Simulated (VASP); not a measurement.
SnO2, 6 atoms in the cell. Symmetry: Pnnm, No. 58, orthorhombic system. The conventional cell has a = 4.931 Å, b = 4.931 Å, c = 3.331 Å, α = 90.00°, β = 90.00°, γ = 90.00°. Within 2.7 Å of Sn (site symmetry 2/m) lie 6 O at 2.02 to 2.23 Å. Within 2.7 Å of O (site symmetry m) lie 3 Sn at 2.02 to 2.23 Å.  This cell differs from its parent crystal: atoms shifted along a free coordinate.

| Property | Result |
| --- | --- |
| Program | VASP 6.6.1 |
| Task | single point |
| Functional | LDA |
| Potentials or basis | VASP PAW LDA potentials, release 64 (Sn_d, O) |
| Cutoff | 520 eV |
| k mesh | 6 × 6 × 8 |
| Occupations | gaussian, width 0.05 eV |
| Spin | no spin polarisation |
| Dipole correction | no |
| Further INCAR settings | ALGO = Normal; EDIFF = 1e-07; NBANDS = 35 |

Potentials or basis: VASP PAW LDA potentials, release 64 (Sn_d, O).

Launch:

```bash
$ cat potpaw_LDA.64/Sn_d/POTCAR potpaw_LDA.64/O/POTCAR > POTCAR
$ mpirun -np 1 vasp_std > vasp.out
```

Hardware: 1 thread of Intel Xeon 8259CL, with other jobs on the host.

Problem. How long does it take, and how much memory?

Solution. Wall time 4.2 min on 1 thread of Intel Xeon 8259CL, with other jobs on the host, peak memory 0.29 GiB. Counts: scf iterations 14, k points 80.
